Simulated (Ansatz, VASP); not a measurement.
## One calculation of W, two programs

```
CELL_PARAMETERS angstrom
-1.64522 1.59730 1.64522
1.54938 -1.59730 1.54938
1.64522 1.59730 -1.64522
ATOMIC_POSITIONS crystal
W 0.00000 0.00000 0.00000
```

Change from the starting cell: strain -0.0600 x Voigt [0, 0, 0, 0, 1, 0], atoms carried along.

Alike in both runs: task single point; functional PBEsol; k mesh 20 × 20 × 20; occupations gaussian, width 0.15 eV; no spin polarisation.

```csv
,VASP,Ansatz
version,VASP 6.6.1,Ansatz 0.2.0
potentials or method,"VASP PAW PBE potentials, release 64 (W_sv), cutoff 520 eV","scalar-relativistic, plane waves, PAW"
valence electrons in the cell,14,14
```

```tsv
	VASP	Ansatz	Ansatz less VASP
gap on the k mesh at the Fermi level (eV)	none	none	-
pressure (GPa)	-10.1	-10.6	-0.47
traceless stress, the component that is largest in VASP (GPa)	8.27	8.13	-0.136
```

VASP's potentials were made for PBE, not for PBEsol. A gap of «none» marks a metal or a gap that the smearing closes.

Neither program's run includes spin-orbit coupling.
